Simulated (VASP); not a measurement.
# CaO (R-3m) in VASP: single point with r2SCAN

Aim: the single point of CaO with r2SCAN.

All numbers are computed with VASP 6.6.1; they aren't measurements. Logs are shortened: lines on timing, memory, paths and dates and some standing lists are left out, and cuts for length are marked.

## (1) The cell of the first run

It takes space group R-3m (No. 166, trigonal). Conventional cell: a = 4.106 Å, b = 4.106 Å, c = 5.164 Å, α = 90.00°, β = 90.00°, γ = 120.00°. Within 3.3 Å of Ca (site symmetry -3m) lie 8 O at 2.52 to 2.58 Å and 6 Ca at 2.93 Å. Within 3.3 Å of O (site symmetry -3m) lie 8 Ca at 2.52 to 2.58 Å and 6 O at 2.93 Å.

## (2) Single point, r2SCAN (strain along [111] +2.7%)

Contents of POSCAR:

```
CaO
1.0
    2.9292410739      0.0260321071      0.0260321071
    0.0260321071      2.9292410739      0.0260321071
    0.0260321071      0.0260321071      2.9292410739
Ca O
1 1
Direct
    0.0000000000      0.0000000000      0.0000000000
    0.5000000000      0.5000000000      0.5000000000
```

Contents of INCAR.step1:

```
SYSTEM = CaO
  PREC = Accurate
  ENCUT = 910
  ISMEAR = 0
  SIGMA = 0.01
  LREAL = .FALSE.
  LASPH = .TRUE.
  NELM = 120
  NBANDS = 15
  GGA = PE
  ALGO = Normal
  EDIFF = 1E-5
  LWAVE = .TRUE.
  LCHARG = .FALSE.
  GGA_COMPAT = .FALSE.
```

Contents of INCAR.step2:

```
SYSTEM = CaO
  PREC = Accurate
  ENCUT = 910
  EDIFF = 1E-6
  ISMEAR = 0
  SIGMA = 0.01
  LREAL = .FALSE.
  LASPH = .TRUE.
  NELM = 120
  ALGO = Normal
  ISIF = 2
  LWAVE = .FALSE.
  LCHARG = .FALSE.
  METAGGA = R2SCAN
  LMIXTAU = .TRUE.
  NBANDS = 15
  ISTART = 1
  GGA_COMPAT = .FALSE.
```

Contents of KPOINTS:

```
Automatic mesh
0
G
  8 8 8
  0 0 0
```

Potentials or basis: VASP PAW PBE potentials, release 64 (Ca_sv, O_h).

Run with:

```bash
cat potpaw_PBE.64/Ca_sv/POTCAR potpaw_PBE.64/O_h/POTCAR > POTCAR
cp INCAR.step1 INCAR
mpirun -np 1 vasp_std > vasp.out
cp INCAR.step2 INCAR
mpirun -np 1 vasp_std > vasp.out
```

OUTCAR:

```text
SYSTEM = CaO
   PREC = Accurate
   ENCUT = 910
   EDIFF = 1E-6
   ISMEAR = 0
   LREAL = .FALSE.
   LASPH = .TRUE.
   NELM = 120
   ISIF = 2
   METAGGA = R2SCAN
   ISTART = 1

 ion  position               nearest neighbor table
   1  0.000  0.000  0.000-
   2  0.500  0.500  0.500-

  LATTYP: Found a trigonal (rhomboedric) cell.
 ALAT       =     2.9294724116
 COS(alpha) =     0.0178501190

  Lattice vectors:

 A1 = (   2.9292410739,   0.0260321071,   0.0260321071)
 A2 = (   0.0260321071,   2.9292410739,   0.0260321071)
 A3 = (   0.0260321071,   0.0260321071,   2.9292410739)

Analysis of symmetry for initial positions (statically):
=====================================================================
 Subroutine PRICEL returns:
 Original cell was already a primitive cell.

 Routine SETGRP: Setting up the symmetry group for a
 trigonal (rhombohedral) supercell.

 Subroutine GETGRP returns: Found 12 space group operations
 (whereof 12 operations were pure point group operations)
 out of a pool of 12 trial point group operations.

The static configuration has the point symmetry D_3d.

Analysis of symmetry for dynamics (positions and initial velocities):
=====================================================================
 Subroutine PRICEL returns:
 Original cell was already a primitive cell.

 Routine SETGRP: Setting up the symmetry group for a
 trigonal (rhombohedral) supercell.

 Subroutine GETGRP returns: Found 12 space group operations
 (whereof 12 operations were pure point group operations)
 out of a pool of 12 trial point group operations.

The dynamic configuration has the point symmetry D_3d.

 Subroutine INISYM returns: Found 12 space group operations
 (whereof 12 operations are pure point group operations),
 and found     1 'primitive' translations

----------------------------------------------------------------------------------------

                                     Primitive cell

  volume of cell :      25.1283

  direct lattice vectors                    reciprocal lattice vectors
     2.929241074  0.026032107  0.026032107     0.341438811 -0.003007631 -0.003007631
     0.026032107  2.929241074  0.026032107    -0.003007631  0.341438811 -0.003007631
     0.026032107  0.026032107  2.929241074    -0.003007631 -0.003007631  0.341438811

  length of vectors
     2.929472412  2.929472412  2.929472412     0.341465303  0.341465303  0.341465303

  position of ions in fractional coordinates (direct lattice)
     0.000000000  0.000000000  0.000000000
     0.500000000  0.500000000  0.500000000

  ion indices of the primitive-cell ions
   primitive index   ion index
                 1           1
                 2           2

----------------------------------------------------------------------------------------

 KPOINTS: Automatic mesh

Automatic generation of k-mesh.
 Grid dimensions read from file:
 generate k-points for:    8    8    8

 Generating k-lattice:

  Cartesian coordinates                     Fractional coordinates (reciprocal lattice)
     0.042679851 -0.000375954 -0.000375954     0.125000000  0.000000000  0.000000000
    -0.000375954  0.042679851 -0.000375954     0.000000000  0.125000000  0.000000000
    -0.000375954 -0.000375954  0.042679851     0.000000000  0.000000000  0.125000000

  Length of vectors
     0.042683163  0.042683163  0.042683163

  Shift w.r.t. Gamma in fractional coordinates (k-lattice)
     0.000000000  0.000000000  0.000000000

 Subroutine IBZKPT returns following result:
 ===========================================

 Found     65 irreducible k-points:

 Following reciprocal coordinates:
            Coordinates               Weight
  0.000000  0.000000  0.000000      1.000000
  0.125000  0.000000  0.000000      6.000000
  0.250000  0.000000  0.000000      6.000000
  0.375000  0.000000  0.000000      6.000000
  0.500000  0.000000  0.000000      3.000000
  0.125000  0.125000  0.000000      6.000000
[... 16 lines left out ...]
  0.250000  0.125000  0.125000      6.000000
  0.375000  0.125000  0.125000      6.000000
 [... further k-points ...]
   k-points           NKPTS =     65   k-points in BZ     NKDIM =     65   number of bands    NBANDS=     15
   number of dos      NEDOS =    301   number of ions     NIONS =      2
   total plane-waves  NPLWV =  27000
   dimension x,y,z NGX =    30 NGY =   30 NGZ =   30
   dimension x,y,z NGXF=    60 NGYF=   60 NGZF=   60
   ions per type =               1   1
   NGX,Y,Z   is equivalent  to a cutoff of  17.02, 17.02, 17.02 a.u.
   NGXF,Y,Z  is equivalent  to a cutoff of  34.05, 34.05, 34.05 a.u.
 SYSTEM =  CaO
   PREC   = accura    normal or accurate (medium, high low for compatibility)
   ISTART =      1    job   : 0-new  1-cont  2-samecut
   ICHARG =      0    charge: 1-file 2-atom 10-const
   ISPIN  =      1    spin polarized calculation?
   LNONCOLLINEAR =      F non collinear calculations
   LSORBIT =      F    spin-orbit coupling
   LASPH  =      T    aspherical Exc in radial PAW
   ENCUT  =  910.0 eV  66.88 Ry    8.18 a.u.   7.21  7.21  7.21*2*pi/ulx,y,z
   NELM   =    120;   NELMIN=  2; NELMDL=  0     # of ELM steps
   EDIFF  = 0.1E-05   stopping-criterion for ELM
   LREAL  =      F    real-space projection
   EDIFFG = 0.1E-04   stopping-criterion for IOM
   NSW    =      0    number of steps for IOM
   IBRION =     -1    ionic relax: 0-MD 1-quasi-New 2-CG
   NFREE  =      0    steps in history (QN), initial steepest desc. (CG)
   ISIF   =      2    stress and relaxation
   ISYM   =      2    0-nonsym 1-usesym 2-fastsym
   POTIM  = 0.5000    time-step for ionic-motion
   TEBEG  =    0.0;   TEEND  =   0.0 temperature during run
   PSTRESS=    0.0 pullay stress
   NELECT =      16.0000    total number of electrons
   NUPDOWN=      -1.0000    fix difference up-down
   EMIN   =  10.00;   EMAX   =-10.00  energy-range for DOS
   EFERMI =   0.00;   METHOD = LEGACY
   ISMEAR =     0;   SIGMA  =   0.01  broadening in eV -4-tet -1-fermi 0-gaus
   EFERMI_NEDOS =   21; number of points for ismear=-14 and -15
   IALGO  =     38    algorithm
   IMIX   =      4    mixing-type and parameters
     AMIX     =   0.40;   BMIX     =  1.00
     AMIX_MAG =   1.60;   BMIX_MAG =  1.00
  volume/ion in A,a.u.               =      12.56        84.79
  Fermi-wavevector in a.u.,A,eV,Ry     =   1.408404  2.661497 26.988528  1.983601
  Thomas-Fermi vector in A             =   2.530565
   LORBIT       =      0    0 simple, 1 ext, 2 COOP (PROOUT), +10 PAW based schemes
   METAGGA = R2SCAN    functional components
   LHFCALC =     F    Hartree Fock is set to
   AEXX    =    0.0000 exact exchange contribution
   IVDW    =     0    specifies the selected vdW correction
   LEPSILON=     F    determine dielectric tensor
   LRPA    =     F    only Hartree local field effects (RPA)
 non-spin polarized calculation
 Gauss-broadening in eV      SIGMA  =   0.01
  energy-cutoff  :      910.00
  volume of cell :       25.13
 maximum number of plane-waves:      1586
 NGX is ok and might be reduce to    30
   NGX = 15   NGY = 15   NGZ = 15

 number of electron      16.0000001 magnetization

 Free energy of the ion-electron system (eV)
  ---------------------------------------------------
  ext. energy  EPLUGINS =         0.00000000
  ---------------------------------------------------
  free energy    TOTEN  =       -18.51527275 eV

  energy without entropy =      -18.51527275  energy(sigma->0) =      -18.51527275

 E-fermi :   4.1136     XC(G=0): -11.7514

 val. band max:        4.0243260690   @ k =   0.5000   0.5000   0.0000
 cond. band min:       7.3203353250   @ k =   0.0000   0.0000   0.0000
 fundamental gap:      3.2960092560
 Fermi energy:         4.1136305500

 k-point     1 :       0.0000    0.0000    0.0000
  band No.  band energies     occupation
      1     -36.8541      2.00000
      2     -16.4689      2.00000
      3     -16.4664      2.00000
      4     -16.4664      2.00000
      5     -13.3064      2.00000
      6       3.7085      2.00000
      7       3.7085      2.00000
      8       3.7380      2.00000
      9       7.3203      0.00000
     10       7.3203      0.00000
     11       9.8044      0.00000
     12      12.9145      0.00000
     13      12.9145      0.00000
     14      12.9765      0.00000
     15      23.9966      0.00000

 k-point     2 :       0.1250    0.0000    0.0000
  band No.  band energies     occupation
      1     -36.8322      2.00000
      2     -16.7215      2.00000
      3     -16.4518      2.00000
      4     -16.4491      2.00000
      5     -13.1022      2.00000
      6       3.0075      2.00000
      7       3.6336      2.00000
      8       3.6731      2.00000
      9       7.4443      0.00000
     10       7.9816      0.00000
     11      10.4398      0.00000
     12      12.8716      0.00000
     13      12.8737      0.00000
     14      12.9809      0.00000
     15      23.1025      0.00000

 k-point     3 :       0.2500    0.0000    0.0000
  band No.  band energies     occupation
      1     -36.7790      2.00000
      2     -17.2513      2.00000
      3     -16.4123      2.00000
      4     -16.4072      2.00000
      5     -12.6776      2.00000
      6       1.7228      2.00000
      7       3.4498      2.00000
      8       3.5348      2.00000
      9       7.7662      0.00000
     10       9.4794      0.00000
     11      11.8247      0.00000
     12      12.7227      0.00000
     13      12.8058      0.00000
     14      13.0906      0.00000
     15      21.3651      0.00000
[... 343 lines left out ...]
 k-point    23 :       0.2500    0.1250    0.1250
  band No.  band energies     occupation
      1     -36.7385      2.00000
      2     -17.1654      2.00000
      3     -16.5939      2.00000
      4     -16.5319      2.00000
      5     -12.6050      2.00000
      6       1.9198      2.00000
      7       3.0111      2.00000
      8       3.2263      2.00000
      9       8.4939      0.00000
     10       9.7168      0.00000
     11      11.4580      0.00000
     12      12.5763      0.00000
     13      12.6152      0.00000
     14      13.4099      0.00000
     15      22.2824      0.00000

 k-point    24 :       0.3750    0.1250    0.1250
  band No.  band energies     occupation
      1     -36.6857      2.00000
      2     -17.5808      2.00000
      3     -16.5318      2.00000
      4     -16.4857      2.00000
      5     -12.3641      2.00000
      6       1.0398      2.00000
      7       2.8267      2.00000
      8       3.3630      2.00000
      9       8.7021      0.00000
     10      11.0753      0.00000
     11      11.2325      0.00000
     12      12.5970      0.00000
     13      12.6471      0.00000
     14      14.7169      0.00000
     15      20.1646      0.00000

 [... further k-points ...]

------------------------ aborting loop because EDIFF is reached ----------------------------------------

  FORCE on cell =-STRESS in cart. coord.  units (eV):
  Direction    XX          YY          ZZ          XY          YZ          ZX
  --------------------------------------------------------------------------------------
  -------------------------------------------------------------------------------------
  Total       -0.3435467     -0.3435467     -0.3435467      0.0326449      0.0326449      0.0326449
  in kB      -21.9045009    -21.9045009    -21.9045009      2.0814356      2.0814356      2.0814356
  external PRESSURE =     -21.9045009 kB  Pullay stress =       0.0000000 kB

 VOLUME and BASIS-vectors are now :
 -----------------------------------------------------------------------------
  energy-cutoff  :      910.00
  volume of cell :       25.13
      direct lattice vectors                 reciprocal lattice vectors
     2.929241074  0.026032107  0.026032107     0.341438811 -0.003007631 -0.003007631
     0.026032107  2.929241074  0.026032107    -0.003007631  0.341438811 -0.003007631
     0.026032107  0.026032107  2.929241074    -0.003007631 -0.003007631  0.341438811

 POSITION                                       TOTAL-FORCE (eV/Angst)
 -----------------------------------------------------------------------------------
      0.00000      0.00000      0.00000        -0.000000     -0.000000      0.000000
      1.49065      1.49065      1.49065         0.000000      0.000000      0.000000
 -----------------------------------------------------------------------------------
    total drift:                                0.000000      0.000000      0.000000

  FREE ENERGIE OF THE ION-ELECTRON SYSTEM (eV)
  ---------------------------------------------------
  free  energy   TOTEN  =       -18.5152727518 eV

  energy  without entropy=      -18.5152727518  energy(sigma->0) =      -18.51527275
```

Wall time 2 min (1 thread of Intel Xeon Platinum 8488C (Sapphire Rapids), shared host); peak memory 0.21 GiB.

Results:

```yaml
Free_energy: -18.5153 eV
Pressure: -2.2 GPa
Band_gap_on_the_k_mesh: 3.30 eV (least direct gap 3.58 eV)
```

Stress tensor (GPa, compression positive):
```
-2.19  0.21  0.21
 0.21 -2.19  0.21
 0.21  0.21 -2.19
```

Levels at points of the mesh, in eV from the valence-band top:
```tsv
k point	band 5	band 6	band 7	band 8	band 9	band 10	band 11	band 12
(0.00, 0.00, 0.00)	-17.33	-0.32	-0.32	-0.29	3.30	3.30	5.78	8.89
(0.50, 0.00, 0.00)	-16.18	-3.71	-0.84	-0.70	4.27	7.63	8.54	8.75
(0.50, 0.50, 0.00)	-16.68	-2.16	-2.08	0.00	4.41	5.27	7.09	7.13
(0.50, 0.50, 0.50)	-16.18	-3.36	-3.33	-3.33	8.26	8.54	8.54	10.39
```

Caveat: the cell differs from its parent crystal (strain along [111] +2.7%); the cutoff is under 1.25 times the usual one of these potentials, so pressure, stress and relaxed cells hold a basis-set (Pulay) error; the PAW data sets were made with another functional, which shifts forces and pressure a little. A k mesh can miss the band edges.
